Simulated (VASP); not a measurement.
# HW16S32 (a cell with a defect) in VASP: further runs

The runs below take HW16S32 (a cell with a defect) through single point, with PBE.

Everything below comes from runs of VASP 6.6.1. Logs are shortened: lines on timing, memory, paths and dates and some standing lists are left out, and cuts for length are marked.

### Step 1. The cell of the first run

The cell holds a defect, 49 atoms: a = 10.491 Å, b = 10.491 Å, c = 10.491 Å, α = 74.85°, β = 74.85°, γ = 74.85°.

### Step 2. Single point, PBE (with an interstitial atom, then relaxed in part)

File INCAR:

```
SYSTEM = HW16S32
  PREC = Accurate
  ENCUT = 520
  EDIFF = 1E-6
  ISMEAR = 0
  SIGMA = 0.01
  LREAL = Auto
  LASPH = .TRUE.
  NELM = 100
  ALGO = Normal
  ISIF = 2
  LWAVE = .FALSE.
  LCHARG = .FALSE.
  GGA = PE
  NBANDS = 238
  NELECT = 416.0
```

File KPOINTS:

```
regular mesh
0
G
  1 1 1
  0 0 0
```

File POSCAR:

```
HW16S32
1.0
    0.0000000000      7.3617871071     -7.4744493696
    6.3754946520     -3.6808935536     -7.4744493696
   -6.3754946520     -3.6808935536     -7.4744493696
W S H
16 32 1
Direct
    0.9981043863      0.2492648512      0.7460498802
    0.2492648512      0.9981043863      0.7460498802
    0.4991507760      0.7490480998      0.7453614109
    0.9977494592      0.4981903815      0.4956969963
    0.7490480998      0.4991507760      0.7453614109
    0.2481051479      0.2481051479      0.4943384239
    0.4981903815      0.9977494592      0.4956969963
    0.9990654442      0.7486546325      0.2455426146
    0.7487270554      0.7487270554      0.4956813384
    0.2494504372      0.4992688830      0.2433972151
    0.4992688830      0.2494504372      0.2433972151
    0.9989870214      0.9989870214      0.9958439326
    0.7486546325      0.9990654442      0.2455426146
    0.2494185504      0.7491036412      0.9953549731
    0.4993545169      0.4993545169      0.9949604911
    0.7491036412      0.2494185504      0.9953549731
    0.5961212004      0.8448404998      0.3420686726
    0.8448404998      0.5961212004      0.3420686726
    0.0907771264      0.3515548149      0.3352604646
    0.5968023376      0.0955955603      0.0907301332
    0.3515548149      0.0907771264      0.3352604646
    0.8456915852      0.8456915852      0.0923947519
    0.0955955603      0.5968023376      0.0907301332
    0.5960172447      0.3459782961      0.8419222707
    0.3462867612      0.3462867612      0.0897431058
    0.8454455835      0.0956040946      0.8429170683
    0.0956040946      0.8454455835      0.8429170683
    0.5955776553      0.5955776553      0.5923388792
    0.3459782961      0.5960172447      0.8419222707
    0.8444402481      0.3452015485      0.5928859350
    0.0935181851      0.0935181851      0.5966085174
    0.3452015485      0.8444402481      0.5928859350
    0.7344352845      0.9854775488      0.4823884993
    0.9854775488      0.7344352845      0.4823884993
    0.2348138441      0.4846452413      0.4805606988
    0.7353688933      0.2357099404      0.2320863261
    0.4846452413      0.2348138441      0.4805606988
    0.9851772257      0.9851772257      0.2325881666
    0.2357099404      0.7353688933      0.2320863261
    0.7358745291      0.4859869810      0.9819221962
    0.4855387786      0.4855387786      0.2318111859
    0.9855235786      0.2356448475      0.9824759266
    0.2356448475      0.9855235786      0.9824759266
    0.7357708661      0.7357708661      0.7319992483
    0.4859869810      0.7358745291      0.9819221962
    0.9859305174      0.4855202052      0.7316404715
    0.2351511682      0.2351511682      0.7311710950
    0.4855202052      0.9859305174      0.7316404715
    0.1871970244      0.1871970244      0.3766723579
```

Potentials or basis: VASP PAW PBE potentials, release 64 (W_sv, S, H).

Started as:

```sh
$ cat potpaw_PBE.64/W_sv/POTCAR potpaw_PBE.64/S/POTCAR potpaw_PBE.64/H/POTCAR > POTCAR
$ mpirun -np 1 vasp_gam > vasp.out
```

OUTCAR:

```text
SYSTEM = HW16S32
   PREC = Accurate
   ENCUT = 520
   EDIFF = 1E-6
   ISMEAR = 0
   LREAL = Auto
   LASPH = .TRUE.
   NELM = 100
   ISIF = 2
   GGA = PE
   NELECT = 416.0

 ion  position               nearest neighbor table
   1  0.998  0.249  0.746-  31 2.41  46 2.41  26 2.42  42 2.42  47 2.42  30 2.42  16 3.18   5 3.18
                             4 3.18  12 3.19   6 3.20   2 3.20
   2  0.249  0.998  0.746-  31 2.41  48 2.41  27 2.42  43 2.42  47 2.42  32 2.42  14 3.18   3 3.18
                             7 3.18  12 3.19   6 3.20   1 3.20
   3  0.499  0.749  0.745-  29 2.42  32 2.42  28 2.42  44 2.42  45 2.42  48 2.42   7 3.18   2 3.18
                             9 3.18  15 3.18  14 3.19   5 3.19
   4  0.998  0.498  0.496-  46 2.42  30 2.42  34 2.42  18 2.42  35 2.42  19 2.42   5 3.18   1 3.18
                             9 3.18   6 3.19   8 3.19  10 3.21
   5  0.749  0.499  0.745-  24 2.42  30 2.42  28 2.42  44 2.42  40 2.42  46 2.42   4 3.18   1 3.18
                             9 3.18  15 3.18  16 3.19   3 3.19
   6  0.248  0.248  0.494-  49 1.84  37 2.42  35 2.42  47 2.42  31 2.44  19 2.50  21 2.50   7 3.19
                             4 3.19   2 3.20   1 3.20  10 3.20  11 3.20
   7  0.498  0.998  0.496-  48 2.42  32 2.42  33 2.42  17 2.42  37 2.42  21 2.42   3 3.18   2 3.18
                             9 3.18   6 3.19  13 3.19  11 3.21
   8  0.999  0.749  0.246-  38 2.42  22 2.42  34 2.42  39 2.42  23 2.42  18 2.42  10 3.19  12 3.19
                             9 3.19  14 3.19   4 3.19  13 3.19
   9  0.749  0.749  0.496-  17 2.42  18 2.42  28 2.42  44 2.42  34 2.42  33 2.42   5 3.18   3 3.18
                             7 3.18   4 3.18  13 3.19   8 3.19
  10  0.249  0.499  0.243-  19 2.41  41 2.42  39 2.42  23 2.42  25 2.42  35 2.42  14 3.17  15 3.18
                            11 3.19   8 3.19   6 3.20   4 3.21
  11  0.499  0.249  0.243-  21 2.41  41 2.42  36 2.42  20 2.42  25 2.42  37 2.42  16 3.17  15 3.18
                            10 3.19  13 3.19   6 3.20   7 3.21
  12  0.999  0.999  0.996-  26 2.42  27 2.42  38 2.42  22 2.42  43 2.42  42 2.42   8 3.19  13 3.19
                             1 3.19   2 3.19  16 3.19  14 3.19
  13  0.749  0.999  0.246-  38 2.42  22 2.42  33 2.42  36 2.42  20 2.42  17 2.42  11 3.19  12 3.19
                             9 3.19  16 3.19   7 3.19   8 3.19
  14  0.249  0.749  0.995-  23 2.41  27 2.42  43 2.42  29 2.42  45 2.42  39 2.42  10 3.17   2 3.18
                            15 3.19   3 3.19  12 3.19   8 3.19
  15  0.499  0.499  0.995-  25 2.41  29 2.42  24 2.42  40 2.42  45 2.42  41 2.42  11 3.18  10 3.18
                             3 3.18   5 3.18  16 3.19  14 3.19
  16  0.749  0.249  0.995-  20 2.41  26 2.42  42 2.42  24 2.42  40 2.42  36 2.42  11 3.17   1 3.18
                            15 3.19   5 3.19  12 3.19  13 3.19
  17  0.596  0.845  0.342-   9 2.42   7 2.42  13 2.42
  18  0.845  0.596  0.342-   9 2.42   4 2.42   8 2.42
  19  0.091  0.352  0.335-  49 1.76  10 2.41   4 2.42   6 2.50
  20  0.597  0.096  0.091-  16 2.41  11 2.42  13 2.42
  21  0.352  0.091  0.335-  49 1.76  11 2.41   7 2.42   6 2.50
  22  0.846  0.846  0.092-   8 2.42  13 2.42  12 2.42
  23  0.096  0.597  0.091-  14 2.41  10 2.42   8 2.42
  24  0.596  0.346  0.842-   5 2.42  15 2.42  16 2.42
  25  0.346  0.346  0.090-  15 2.41  11 2.42  10 2.42
  26  0.845  0.096  0.843-  16 2.42   1 2.42  12 2.42
  27  0.096  0.845  0.843-  14 2.42   2 2.42  12 2.42
[... 20 lines left out ...]
  48  0.486  0.986  0.732-   2 2.41   7 2.42   3 2.42
  49  0.187  0.187  0.377-  19 1.76  21 1.76   6 1.84

  LATTYP: Found a trigonal (rhomboedric) cell.
 ALAT       =    10.4911058897
 COS(alpha) =     0.2613899269

  Lattice vectors:

 A1 = (   0.0000000000,   7.3617871071,  -7.4744493696)
 A2 = (   6.3754946520,  -3.6808935536,  -7.4744493696)
 A3 = (  -6.3754946520,  -3.6808935536,  -7.4744493696)

Analysis of symmetry for initial positions (statically):
=====================================================================
 Subroutine PRICEL returns:
 Original cell was already a primitive cell.

 Routine SETGRP: Setting up the symmetry group for a
 trigonal (rhombohedral) supercell.

 Subroutine GETGRP returns: Found  2 space group operations
 (whereof  2 operations were pure point group operations)
 out of a pool of 12 trial point group operations.

The static configuration has the point symmetry C_1h.

Analysis of symmetry for dynamics (positions and initial velocities):
=====================================================================
 Subroutine PRICEL returns:
 Original cell was already a primitive cell.

 Routine SETGRP: Setting up the symmetry group for a
 trigonal (rhombohedral) supercell.

 Subroutine GETGRP returns: Found  2 space group operations
 (whereof  2 operations were pure point group operations)
 out of a pool of 12 trial point group operations.

The dynamic configuration has the point symmetry C_1h.

 Subroutine INISYM returns: Found  2 space group operations
 (whereof  2 operations are pure point group operations),
[... 128 lines left out ...]

  Cartesian coordinates                     Fractional coordinates (reciprocal lattice)
     0.000000000  0.090557722 -0.044596373     1.000000000 -0.000000000 -0.000000000
     0.078425287 -0.045278861 -0.044596373     0.000000000  1.000000000  0.000000000
    -0.078425287 -0.045278861 -0.044596373     0.000000000  0.000000000  1.000000000

  Length of vectors
     0.100943239  0.100943239  0.100943239

  Shift w.r.t. Gamma in fractional coordinates (k-lattice)
     0.000000000  0.000000000  0.000000000

 Subroutine IBZKPT returns following result:
 ===========================================

 Found      1 irreducible k-points:

 Following reciprocal coordinates:
            Coordinates               Weight
  0.000000  0.000000  0.000000      1.000000
   k-points           NKPTS =      1   k-points in BZ     NKDIM =      1   number of bands    NBANDS=    238
   number of dos      NEDOS =    301   number of ions     NIONS =     49
   total plane-waves  NPLWV = 512000
   dimension x,y,z NGX =    80 NGY =   80 NGZ =   80
   dimension x,y,z NGXF=   160 NGYF=  160 NGZF=  160
   ions per type =              16  32   1
   NGX,Y,Z   is equivalent  to a cutoff of  12.68, 12.68, 12.68 a.u.
   NGXF,Y,Z  is equivalent  to a cutoff of  25.35, 25.35, 25.35 a.u.
 SYSTEM =  HW16S32
   PREC   = accura    normal or accurate (medium, high low for compatibility)
   ISTART =      0    job   : 0-new  1-cont  2-samecut
   ICHARG =      2    charge: 1-file 2-atom 10-const
   ISPIN  =      1    spin polarized calculation?
   LNONCOLLINEAR =      F non collinear calculations
   LSORBIT =      F    spin-orbit coupling
   LASPH  =      T    aspherical Exc in radial PAW
   ENCUT  =  520.0 eV  38.22 Ry    6.18 a.u.  19.51 19.51 19.51*2*pi/ulx,y,z
   NELM   =    100;   NELMIN=  2; NELMDL= -5     # of ELM steps
   EDIFF  = 0.1E-05   stopping-criterion for ELM
   LREAL  =      T    real-space projection
   EDIFFG = 0.1E-04   stopping-criterion for IOM
   NSW    =      0    number of steps for IOM
   IBRION =     -1    ionic relax: 0-MD 1-quasi-New 2-CG
   NFREE  =      0    steps in history (QN), initial steepest desc. (CG)
   ISIF   =      2    stress and relaxation
   ISYM   =      2    0-nonsym 1-usesym 2-fastsym
   POTIM  = 0.5000    time-step for ionic-motion
   TEBEG  =    0.0;   TEEND  =   0.0 temperature during run
   PSTRESS=    0.0 pullay stress
   NELECT =     416.0000    total number of electrons
   NUPDOWN=      -1.0000    fix difference up-down
   EMIN   =  10.00;   EMAX   =-10.00  energy-range for DOS
   EFERMI =   0.00;   METHOD = LEGACY
   ISMEAR =     0;   SIGMA  =   0.01  broadening in eV -4-tet -1-fermi 0-gaus
   EFERMI_NEDOS =   21; number of points for ismear=-14 and -15
   IALGO  =     38    algorithm
   IMIX   =      4    mixing-type and parameters
     AMIX     =   0.40;   BMIX     =  1.00
     AMIX_MAG =   1.60;   BMIX_MAG =  1.00
  volume/ion in A,a.u.               =      21.48       144.94
  Fermi-wavevector in a.u.,A,eV,Ry     =   1.201453  2.270417 19.639860  1.443489
  Thomas-Fermi vector in A             =   2.337261
   LORBIT       =      0    0 simple, 1 ext, 2 COOP (PROOUT), +10 PAW based schemes
   GGA     = PE    functional components
   LHFCALC =     F    Hartree Fock is set to
   AEXX    =    0.0000 exact exchange contribution
   IVDW    =     0    specifies the selected vdW correction
   LEPSILON=     F    determine dielectric tensor
   LRPA    =     F    only Hartree local field effects (RPA)
 non-spin polarized calculation
 Gauss-broadening in eV      SIGMA  =   0.01
  energy-cutoff  :      520.00
  volume of cell :     1052.44
 maximum number of plane-waves:     14201
 NGX is ok and might be reduce to    80
   NGX = 39   NGY = 39   NGZ = 39

 number of electron     416.0000008 magnetization

 Free energy of the ion-electron system (eV)
  ---------------------------------------------------
  ext. energy  EPLUGINS =         0.00000000
  ---------------------------------------------------
  free energy    TOTEN  =      -387.01733768 eV

  energy without entropy =     -387.01733768  energy(sigma->0) =     -387.01733768

 E-fermi :   4.4590     XC(G=0):  -9.4537

 val. band max:        4.2219915839   @ k =   0.0000   0.0000   0.0000
 cond. band min:       6.4949980654   @ k =   0.0000   0.0000   0.0000
 fundamental gap:      2.2730064814
 Fermi energy:         4.4589971144

 k-point     1 :       0.0000    0.0000    0.0000
  band No.  band energies     occupation
      1     -69.8968      2.00000
      2     -69.6526      2.00000
      3     -69.6525      2.00000
      4     -69.6351      2.00000
      5     -69.6309      2.00000
      6     -69.6049      2.00000
[... 212 lines left out ...]
    219       6.8843      0.00000
    220       6.8940      0.00000
 [bands above 220 left out]

------------------------ aborting loop because EDIFF is reached ----------------------------------------

  FORCE on cell =-STRESS in cart. coord.  units (eV):
  Direction    XX          YY          ZZ          XY          YZ          ZX
  --------------------------------------------------------------------------------------
  -------------------------------------------------------------------------------------
  Total       -8.6961773     -9.2645103    -11.8187632      0.4921909     -0.0193364     -0.0334911
  in kB      -13.2385789    -14.1037777    -17.9922308      0.7492842     -0.0294366     -0.0509850
  external PRESSURE =     -15.1115291 kB  Pullay stress =       0.0000000 kB

 VOLUME and BASIS-vectors are now :
 -----------------------------------------------------------------------------
  energy-cutoff  :      520.00
  volume of cell :     1052.44
      direct lattice vectors                 reciprocal lattice vectors
     0.000000000  7.361787107 -7.474449370     0.000000000  0.090557722 -0.044596373
     6.375494652 -3.680893554 -7.474449370     0.078425287 -0.045278861 -0.044596373
    -6.375494652 -3.680893554 -7.474449370    -0.078425287 -0.045278861 -0.044596373

 POSITION                                       TOTAL-FORCE (eV/Angst)
 -----------------------------------------------------------------------------------
     -3.16725      3.68418    -14.89971        -0.001460      0.001914     -0.003525
      1.60697     -4.58501    -14.89971         0.000927     -0.002222     -0.003525
      0.02350     -1.82612    -14.90077         0.002009     -0.000197     -0.000152
      0.01590      3.68683    -14.88639         0.009837      0.008296     -0.003189
     -1.56971      0.93342    -14.90077         0.000834      0.001839     -0.000152
     -1.56986     -0.90636     -7.40381        -0.012342     -0.007126      0.006349
[... 41 lines left out ...]
      1.62122     -2.74790    -16.46689        -0.006096     -0.003370     -0.000207
     -1.20800     -0.69744     -5.61381         0.007598      0.004387      0.009762
 -----------------------------------------------------------------------------------
    total drift:                                0.022155      0.012791     -0.013124

  FREE ENERGIE OF THE ION-ELECTRON SYSTEM (eV)
  ---------------------------------------------------
  free  energy   TOTEN  =      -387.0173376815 eV

  energy  without entropy=     -387.0173376815  energy(sigma->0) =     -387.01733768
```

Wall time 11 min (1 thread of AMD EPYC 7R43 (Zen 3), shared host); peak memory 0.91 GiB.

What came out:

```
Free energy   : -387.0173 eV
Largest force : 0.017 eV/Å
```

Forces in eV/Å, atoms in the order of the input:
```
W   -0.001  0.002 -0.004
W    0.001 -0.002 -0.004
W    0.002  0.000  0.000
W    0.010  0.008 -0.003
W    0.001  0.002  0.000
W   -0.012 -0.007  0.006
W    0.012  0.004 -0.003
W   -0.001 -0.003  0.003
W   -0.004 -0.003  0.002
W    0.005 -0.003 -0.002
W    0.000  0.006 -0.002
W    0.002  0.001 -0.001
W   -0.003  0.001  0.003
W    0.002  0.002 -0.001
W    0.002  0.001  0.002
W    0.003  0.000 -0.001
S   -0.001  0.005  0.001
S    0.004 -0.003  0.001
S   -0.002 -0.009  0.000
S    0.005  0.001  0.005
S   -0.009  0.003  0.000
S    0.002  0.001  0.001
S    0.003  0.004  0.005
S    0.000 -0.002  0.001
S    0.004  0.002  0.005
S    0.003 -0.003  0.001
S   -0.002  0.004  0.001
S   -0.001 -0.001 -0.003
S   -0.002  0.002  0.001
S   -0.001 -0.002  0.003
S   -0.014 -0.008 -0.005
S   -0.003  0.000  0.003
S   -0.005  0.003 -0.005
S    0.000 -0.006 -0.005
S   -0.006  0.000 -0.006
S    0.003  0.000 -0.001
S   -0.004 -0.005 -0.006
S   -0.002 -0.001 -0.004
S    0.002  0.002 -0.001
S    0.003  0.002  0.000
S    0.005  0.003  0.000
S    0.000 -0.001 -0.001
S   -0.002  0.000 -0.001
S    0.000  0.000  0.000
S    0.003  0.001  0.000
S   -0.006 -0.004  0.000
S    0.004  0.002  0.003
S   -0.006 -0.003  0.000
H    0.008  0.004  0.010
```

Caveat: the k points lie up to 0.63 Å⁻¹ apart; the cell carries a net charge on a neutralising background, which shifts energy and pressure; the cell differs from its parent crystal (with an interstitial atom, then relaxed in part); the cell is charged against a uniform background, so pressure and absolute levels hang on convention; spin-orbit coupling is left out, which moves the levels of the heavy elements.

[end of part 1 of 2]
